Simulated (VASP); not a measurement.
RbCl, 2 atoms in the cell. Symmetry: Fm-3m, No. 225, cubic system. The conventional cell has a = 6.658 Å, b = 6.658 Å, c = 6.658 Å, α = 90.00°, β = 90.00°, γ = 90.00°. Rb (site symmetry m-3m) has 6 Cl at 3.33 Å within 4.4 Å. Cl (site symmetry m-3m) has 6 Rb at 3.33 Å within 4.4 Å. 

```yaml
Program: VASP 6.6.1
Task: single point
Functional: r2SCAN
Potentials_or_basis: VASP PAW PBE potentials, release 64 (Rb_sv, Cl)
Cutoff: 550 eV
k_mesh: 6 × 6 × 6
Occupations: gaussian, width 0.05 eV
Spin: no spin polarisation
Dipole_correction: no
Further_INCAR_settings: ALGO = Normal; EDIFF = 1e-06; NBANDS = 15
```

Potentials or basis: VASP PAW PBE potentials, release 64 (Rb_sv, Cl).

Launch:

```console
$ cat potpaw_PBE.64/Rb_sv/POTCAR potpaw_PBE.64/Cl/POTCAR > POTCAR
$ cp INCAR.step1 INCAR
$ mpirun -np 1 vasp_std > vasp.out
$ cp INCAR.step2 INCAR
$ mpirun -np 1 vasp_std > vasp.out
```

Hardware: 1 thread of Intel(R) Xeon(R) Platinum 8488C (Sapphire Rapids), with other jobs on the host.

Estimate the wall time of this run.

Wall time 65 s on 1 thread of Intel(R) Xeon(R) Platinum 8488C (Sapphire Rapids) (shared host), peak memory 0.21 GiB. Counts: k points 16.
